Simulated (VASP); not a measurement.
Write the native input for VASP 6.6.1 that does the following.

```yaml
Task: single point
Functional: PBE
Potentials_or_basis: VASP PAW PBE potentials, release 64 (Sr_sv, Cl)
Cutoff: 520 eV
k_mesh: 6 × 6 × 6
Occupations: gaussian, width 0.05 eV
Spin: no spin polarisation
Dipole_correction: no
Further_INCAR_settings: ALGO = Normal; EDIFF = 1e-06; NBANDS = 19
```

The structure of SrCl2 lies in POSCAR:

```
SrCl2
1.0
    0.0000000000      3.4263551135      3.6531798220
    3.4263551135      0.0000000000      3.6531798220
    3.4263551135      3.4263551135      0.0000000000
Sr Cl
1 2
Direct
    0.0000000000      0.0000000000      0.0000000000
    0.2500000000      0.2500000000      0.2500000000
    0.7500000000      0.7500000000      0.7500000000
```

This cell differs from its parent crystal: volume 28.592 Å^3 an atom, c/a of the conventional cell 1.0662.

These files were run (other wordings do the same):

INCAR

```
SYSTEM = SrCl2
  ALGO = Normal
  EDIFF = 1E-6
  ENCUT = 520
  GGA = PE
  ISIF = 2
  ISMEAR = 0
  LASPH = .TRUE.
  LCHARG = .FALSE.
  LREAL = .FALSE.
  LWAVE = .FALSE.
  NBANDS = 19
  NELM = 80
  PREC = Accurate
  SIGMA = 0.05
```

KPOINTS

```
k-points
0
G
  6 6 6
  0 0 0
```

Potentials or basis: VASP PAW PBE potentials, release 64 (Sr_sv, Cl).

Run with:

```sh
$ cat potpaw_PBE.64/Sr_sv/POTCAR potpaw_PBE.64/Cl/POTCAR > POTCAR
$ mpirun -np 1 vasp_std > vasp.out
```

Results of the run:

* Pressure: 0.7 GPa
* Band gap on the k mesh: 5.01 eV, indirect (least direct gap 5.32 eV)

Run time: 33 s on 1 thread of AMD EPYC 9R45 96-Core Processor (Zen 5), with other jobs on the host, peak memory 0.21 GiB.
